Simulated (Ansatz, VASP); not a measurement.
## Two plane-wave programs on AgCl

Contents of INCAR:

```
PREC = Accurate
ENCUT = 520
EDIFF = 1E-6
ISMEAR = 0
SIGMA = 0.01
LREAL = F
LASPH = T
NELM = 80
ALGO = Normal
ISIF = 2
LWAVE = F
LCHARG = F
GGA = PE
NBANDS = 16
```

File KPOINTS:

```
regular mesh
0
Gamma
  6 6 6
```

The input POSCAR:

```
AgCl
1.0
    3.4981310090      0.0000000000      0.0000000000
    0.0000000000      3.4981310090      0.0000000000
    0.0000000000      0.0000000000      3.4981310090
Ag Cl
1 1
Direct
    0.0000000000      0.0000000000      0.0000000000
    0.5000000000      0.5000000000      0.5000000000
```

Input for Ansatz:

```yaml
crystal:
  lattice:
    - [3.498131009, 0.0, 0.0]
    - [0.0, 3.498131009, 0.0]
    - [0.0, 0.0, 3.498131009]
  atoms:
    - { symbol: Ag, position: [0.0, 0.0, 0.0] }
    - { symbol: Cl, position: [0.5, 0.5, 0.5] }
kpoints:
  mp_grid: { grid: [6, 6, 6] }
hamiltonian:
  xc: pbe
scf:
  occupations: { method: fixed }
  n_extra_bands: 4
output:
  forces: true
  stress: true
  eigenvalues: true
```

Alike in both runs: task single point; functional PBE; k mesh 6 × 6 × 6; no spin polarisation.

|  | VASP | Ansatz |
| --- | --- | --- |
| version | VASP 6.6.1 | Ansatz 0.2.0 |
| potentials or method | VASP PAW PBE potentials, release 64 (Ag, Cl) | plane waves, PAW |
| plane-wave cutoff (eV) | 520 | 420 |
| occupations | gaussian, width 0.01 eV | fixed |
| valence electrons in the cell | 18 | 26 |

```csv
,VASP,Ansatz,Ansatz less VASP
gap on the k mesh at the Fermi level (eV),0.57,0.57,0.000
pressure (GPa),-2.4,-2.3,+0.11
```

VASP's potentials hold 18 valence electrons a cell and Ansatz's 26, so a difference there can come from the potentials and not from the codes.
